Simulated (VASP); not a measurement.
# Ru: relaxation of cell and atoms with PBE

Ru:

```
Ru
1.0
     2.72355    0.00000    0.00000
    -1.36178    2.35866    0.00000
     0.00000    0.00000    4.28975
Ru
2
Direct
  0.33333 0.66667 0.25000
  0.66667 0.33333 0.75000
```

| Item | Value |
| --- | --- |
| Program | VASP 6.6.1 |
| Task | relaxation of cell and atoms |
| Functional | PBE |
| Potentials or basis | VASP PAW PBE potentials, release 64 (Ru_pv) |
| Cutoff | 600 eV |
| k mesh | 16 × 16 × 9 |
| Occupations | fermi-dirac, width 0.05 eV |
| Spin | no spin polarisation |
| Target pressure | -0.3 GPa |
| Dipole correction | no |
| Further INCAR settings | ALGO = Normal; EDIFF = 1e-07; IBRION = 2; EDIFFG = -0.005; NSW = 32; ISIF = 3 |

The relaxed volume is 13.77 Å³/atom. The relaxed cell is a = 2.723 Å, b = 2.723 Å, c = 4.289 Å, α = 90.00°, β = 90.00°, γ = 120.00° and the space group after relaxing (to 0.05 Å) is P6_3/mmc (No. 194). The energy change on relaxing (the enthalpy is what falls) is -0.0 meV/atom and the ionic steps are 3. The pressure after relaxing is -0.3 GPa and the band gap on the k mesh is zero (band 14 reaches 14.12 eV, above the bottom of band 15 at 11.04 eV).

Final structure:
```
Ru
1.0
     2.72311    0.00000    0.00000
    -1.36155    2.35828    0.00000
     0.00000    0.00000    4.28911
Ru
2
Direct
  0.33333 0.66667 0.25000
  0.66667 0.33333 0.75000
```

Levels at points of the mesh, in eV from the Fermi level:
| k point | band 12 | band 13 | band 14 | band 15 | band 16 | band 17 |
| --- | --- | --- | --- | --- | --- | --- |
| (0.00, 0.00, 0.00) | -1.89 | -1.89 | -1.41 | -1.41 | 1.14 | 1.14 |
| (0.50, 0.00, 0.00) | -1.80 | -1.48 | 1.34 | 1.76 | 1.87 | 3.96 |

Run time: 60 s on 1 thread of Intel(R) Xeon(R) 6975P-C (Granite Rapids), with other jobs on the host, peak memory 0.22 GiB.

Caveat: the cell is relaxed towards a set pressure, so the enthalpy falls and the energy may rise.
